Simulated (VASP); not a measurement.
Set up this calculation in VASP 6.6.1, as the native input.

```yaml
Task: single point
Functional: PBE
Potentials_or_basis: VASP PAW PBE potentials, release 64 (K_sv, F)
Cutoff: 520 eV
k_mesh: 8 × 8 × 8
Occupations: fermi-dirac, width 0.02 eV
Spin: no spin polarisation
Dipole_correction: no
Further_INCAR_settings: ALGO = Normal; EDIFF = 1e-07; NBANDS = 15
```

The structure of KF lies in POSCAR:

```
KF
1.0
    3.1788706815      0.0000000000      0.0000000000
    0.0000000000      3.1788706815      0.0000000000
    0.0000000000      0.0000000000      3.1563006997
K F
1 1
Direct
    0.0000000000      0.0000000000      0.0000000000
    0.5000000000      0.5000000000      0.5000000000
```

This cell differs from its parent crystal: uniaxial z strain -0.7%.

The input as run:

INCAR

```
SYSTEM = KF
PREC = Accurate ; ENCUT = 520
EDIFF = 1E-7 ; ISMEAR = -1
SIGMA = 0.02 ; LREAL = .False.
LASPH = .True. ; NELM = 80
ALGO = Normal ; ISIF = 2
LWAVE = .False. ; LCHARG = .True.
GGA = PE ; LELF = .True.
LVHAR = .True. ; NBANDS = 15
```

KPOINTS

```
Automatic mesh
0
Gamma
  8 8 8
  0 0 0
```

Potentials or basis: VASP PAW PBE potentials, release 64 (K_sv, F).

Run with:

```console
$ cat potpaw_PBE.64/K_sv/POTCAR potpaw_PBE.64/F/POTCAR > POTCAR
$ mpirun -np 1 vasp_std > vasp.out
```

It gave:

```json
{"Pressure": "3.3 GPa", "Band gap on the k mesh": "6.83 eV, indirect (least direct gap 6.87 eV)"}
```

Caveat: the cell differs from its parent crystal (uniaxial z strain -0.7%).

It took 9.1 s on 1 thread of Intel(R) Xeon(R) 6975P-C (Granite Rapids), on a shared host, peak memory 0.15 GiB.
